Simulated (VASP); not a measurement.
Set up this calculation in VASP 6.6.1, as the native input.

```yaml
Task: single point
Functional: PBEsol
Potentials_or_basis: VASP PAW PBE potentials, release 64 (Ti_sv)
Cutoff: 520 eV
k_mesh: 24 × 24 × 12
Occupations: gaussian, width 0.15 eV
Spin: no spin polarisation
Dipole_correction: no
Further_INCAR_settings: ALGO = Fast; EDIFF = 1e-07; NBANDS = 19
```

The structure of Ti lies in POSCAR:

```
Ti
1.0
    2.9499978604      0.0000000000      0.0000000000
   -1.4749989302      2.5547730882      0.0000000000
    0.0000000000      0.0000000000      4.6860000000
Ti
2
Direct
    0.3333333333      0.6666666667      0.2500000000
    0.6666666667      0.3333333333      0.7500000000
```

The input as run:

INCAR

```
SYSTEM = Ti
ALGO = Fast
EDIFF = 1E-7
ENCUT = 520
GGA = PS
ISIF = 2
ISMEAR = 0
LASPH = .TRUE.
LCHARG = .FALSE.
LREAL = .FALSE.
LWAVE = .FALSE.
NBANDS = 19
NELM = 100
PREC = Accurate
SIGMA = 0.15
```

KPOINTS

```
k-points
0
G
  24 24 12
  0 0 0
```

Potentials or basis: VASP PAW PBE potentials, release 64 (Ti_sv).

Command:

```console
$ cat potpaw_PBE.64/Ti_sv/POTCAR > POTCAR
$ mpirun -np 1 vasp_std > vasp.out
```

Results of the run:

```json
{
 "Pressure": "-6.1 GPa",
 "Band gap on the k mesh": "zero (band 12 reaches 8.80 eV, above the bottom of band 13 at 7.68 eV)"
}
```

Caveat: the PAW data sets were made with another functional, which shifts forces and pressure a little.

Run time: 12 min on 1 thread of Intel(R) Xeon(R) Platinum 8259CL CPU @ 2.50GHz (Skylake/Cascade Lake), on a shared host, peak memory 0.34 GiB.
